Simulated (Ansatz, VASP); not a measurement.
**Ta3HN3 in VASP and in Ansatz**

File INCAR:

```
SYSTEM = Ta3HN3
PREC = Accurate
ENCUT = 520
EDIFF = 1E-6
ISMEAR = 0
SIGMA = 0.1
LREAL = .FALSE.
LASPH = .TRUE.
NELM = 150
ALGO = Normal
ISIF = 2
LWAVE = .FALSE.
LCHARG = .TRUE.
ISPIN = 2
MAGMOM = 0 0 0 0 0 0 1
LORBIT = 11
LMAXMIX = 4
LDIPOL = .TRUE.
IDIPOL = 3
DIPOL = 0.5 0.5 0.316
GGA = PE
LELF = .TRUE.
LVHAR = .TRUE.
LVACPOTAV = .TRUE.
NBANDS = 38
```

File KPOINTS:

```
regular mesh
0
G
  9 9 1
  0 0 0
```

POSCAR

```
Ta3HN3
1.0
    3.1228193035      0.0000000000      0.0000000000
    0.0000000000      3.1228193035      0.0000000000
    0.0000000000      0.0000000000     21.5908392430
Ta N H
3 3 1
Direct
    0.0000000000      0.0000000000      0.1852637572
    0.5000000000      0.5000000000      0.2890369107
    0.0000000000      0.0000000000      0.3832407719
    0.5000000000      0.5000000000      0.1852637572
    0.0000000000      0.0000000000      0.2843927699
    0.5000000000      0.5000000000      0.3978927890
    0.8750000000      0.8750000000      0.4835772767
```

Input for Ansatz:

```yaml
crystal:
  lattice:
    - [3.1228193035, 0.0, 0.0]
    - [0.0, 3.1228193035, 0.0]
    - [0.0, 0.0, 21.590839243]
  atoms:
    - { symbol: Ta, position: [0.0, 0.0, 0.1852637572] }
    - { symbol: "N", position: [0.5, 0.5, 0.1852637572] }
    - { symbol: Ta, position: [0.5, 0.5, 0.2890369107] }
    - { symbol: "N", position: [0.0, 0.0, 0.2843927699] }
    - { symbol: Ta, position: [0.0, 0.0, 0.3832407719] }
    - { symbol: "N", position: [0.5, 0.5, 0.397892789] }
    - { symbol: H, position: [0.875, 0.875, 0.4835772767], spin: 1.0 }
basis:
  ecutwfc: 420
kpoints:
  mp_grid: { grid: [9, 9, 1] }
hamiltonian:
  xc: pbe
  pseudopotentials: { kind: paw, azcp: { folder: soft_1 } }
scf:
  occupations: { method: gaussian, width: 0.1 }
output:
  forces: true
  eigenvalues: true
  populations: true
magnetization:
  spin_polarized: true
efield:
  axis: 3
  dipole_correction: true
  ramp_width: 0.04
```

Alike in both runs: task single point; functional PBE; k mesh 9 × 9 × 1; occupations gaussian, width 0.1 eV; collinear spin.

```csv
,VASP,Ansatz
version,VASP 6.6.1,Ansatz 0.2.0
potentials or method,"VASP PAW PBE potentials, release 64 (Ta_pv, N, H), cutoff 520 eV","scalar-relativistic, plane waves, PAW"
valence electrons in the cell,49,55
```

VASP gave:

- gap on the k mesh at the Fermi level (eV): none
- rms of the force components (eV/Å): 1.298
- net moment per atom (μB): 0.00
- work function, face that differs most (eV): 6.58

Question: Estimate Ansatz's values.

Answer: gap on the k mesh at the Fermi level (eV): none; rms of the force components (eV/Å): 1.297; net moment per atom (μB): 0.00; work function, face that differs most (eV): 6.59.

A gap of «none» marks a metal or a gap that the smearing closes. VASP's potentials hold 49 valence electrons a cell and Ansatz's 55, so a difference there can come from the potentials and not from the codes. Ansatz's warnings: seeded moment not kept.

Neither program's run includes spin-orbit coupling.
